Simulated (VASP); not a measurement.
**BaS: single point with PBE**

BaS:

```
CELL_PARAMETERS angstrom
0.00091 6.42818 6.42793
3.21432 0.00003 3.21438
3.21444 3.21462 -0.00008
ATOMIC_POSITIONS crystal
Ba 0.24367 0.50656 0.50088
Ba 0.74375 0.50642 0.50077
S 0.99372 0.00643 0.00105
S 0.49373 0.00619 0.00103
```

```json
{
  "Program": "VASP 6.6.1",
  "Task": "single point",
  "Functional": "PBE",
  "Potentials or basis": "VASP PAW PBE potentials, release 64 (Ba_sv, S)",
  "Cutoff": "520 eV",
  "k mesh": "7 × 7 × 7",
  "Occupations": "gaussian, width 0.05 eV",
  "Spin": "no spin polarisation"
}
```

```yaml
Pressure: 0.5 GPa
Largest_force: 0.003 eV/Å
Band_gap_on_the_k_mesh: 2.20 eV
```

Forces on the atoms (eV/Å):
```
Ba  -0.002  0.003  0.000
Ba   0.002  0.000 -0.002
S   -0.002 -0.001  0.000
S    0.001 -0.001  0.002
```

Levels at points of the mesh, in eV from the valence-band top:
```
           k point  band 13  band 14  band 15  band 16  band 17  band 18  band 19  band 20
(0.00, 0.00, 0.00)    -1.05     0.00     0.00     0.00     3.51     3.86     3.86     3.87
```

Run time: 7.2 min on 1 thread of Intel(R) Xeon(R) Platinum 8488C (Sapphire Rapids), with other jobs on the host, peak memory 0.61 GiB.

Caveat: spin-orbit coupling is left out, which moves the levels of the heavy elements. A k mesh can miss the band edges.
